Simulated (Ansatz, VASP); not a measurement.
## One calculation of V, two programs

INCAR

```
ALGO = Normal
EDIFF = 1E-6
ENCUT = 520
GGA = PE
ISIF = 2
ISMEAR = -1
LASPH = T
LCHARG = T
LELF = T
LREAL = F
LVHAR = T
LWAVE = F
NBANDS = 12
NELM = 80
PREC = Accurate
SIGMA = 0.08
```

The input KPOINTS:

```
k-points
0
Gamma
  15 15 15
```

The input POSCAR:

```
V
1.0
    2.1558415010      0.0000000000      0.0000000000
    0.0000000000      2.1558415010      0.0000000000
    0.0000000000      0.0000000000      2.1558415010
V
1
Direct
    0.0000000000      0.0000000000      0.0000000000
```

Input for Ansatz:

```yaml
crystal:
  lattice:
    - [2.155841501, 0.0, 0.0]
    - [0.0, 2.155841501, 0.0]
    - [0.0, 0.0, 2.155841501]
  atoms:
    - { symbol: V, position: [0.0, 0.0, 0.0] }
kpoints:
  mp_grid: { grid: [15, 15, 15] }
scf:
  occupations: { method: fermi_dirac, width: 0.08 }
hamiltonian:
  xc: pbe
  pseudopotentials: { kind: all_electron, lapw: { basis_error: 0.001 } }
output:
  forces: true
  stress: true
  eigenvalues: true
  populations: true
```

Change from the starting cell: volume scaled by 0.68, LAPW.

Alike in both runs: task single point; functional PBE; k mesh 15 × 15 × 15; occupations fermi-dirac, width 0.08 eV; no spin polarisation.

|  | VASP | Ansatz |
| --- | --- | --- |
| version | VASP 6.6.1 | Ansatz 0.2.0 |
| potentials or method | VASP PAW PBE potentials, release 64 (V_sv), cutoff 520 eV | all-electron LAPW, scalar-relativistic |

VASP gave:

```
pressure (GPa) : 110.3
```

Problem. What did Ansatz give for the same quantities?

Solution. Pressure (GPa): 107.0.

Both programs put the cell under a high pressure, so it lies far from rest at this level. Ansatz ran all-electron here, and VASP with PAW potentials.

Noted on VASP's run: the cell as given lies far from equilibrium.
